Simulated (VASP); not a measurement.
Runs of VASP 6.6.1 on AgI. The structure is that of space group F-43m (No. 216), or close to it. The cells are those of the table. 

```csv
task,cell,gap on the mesh (eV),pressure (GPa)
single point,"a = 4.220 Å, angles 60.0°, 2 atoms",1.22,14.9
single point,"a = 4.353 Å, angles 60.0°, 2 atoms",1.20,6.9
single point,"a = 4.484 Å, angles 60.0°, 2 atoms",1.20,2.0
single point,"a = 4.296 Å, angles 60.0°, 2 atoms",(a),(b)
relaxation of cell and atoms,"relaxed to 1 GPa from a = 4.561 Å, angles 60.0°, 2 atoms",1.20,1.0
single point,"a = 4.425 Å, angles 60.0°, 2 atoms",1.20,3.9
single point,"a = 4.521 Å, angles 60.0°, 2 atoms",1.20,0.9
relaxation of cell and atoms,"relaxed to 15 GPa from a = 4.561 Å, angles 60.0°, 2 atoms",1.22,15.0
```

Alike in all rows: level PBEsol; potentials or basis VASP PAW PBE potentials, release 64 (Ag, I); no spin polarisation; k mesh 8 × 8 × 8; cutoff (eV) 500; smearing gaussian 0.01 eV.

Problem. Fill in the values left out.

Solution. (a) 1.21; (b) 9.9.

Caveats: the PAW data sets were made with another functional, which shifts forces and pressure a little; spin-orbit coupling is left out, which moves the levels of the heavy elements; the cell is relaxed towards a set pressure, so the enthalpy falls and the energy may rise (some runs).

A k mesh can miss the band edges, and the runs leave out spin-orbit coupling on Ag, I.
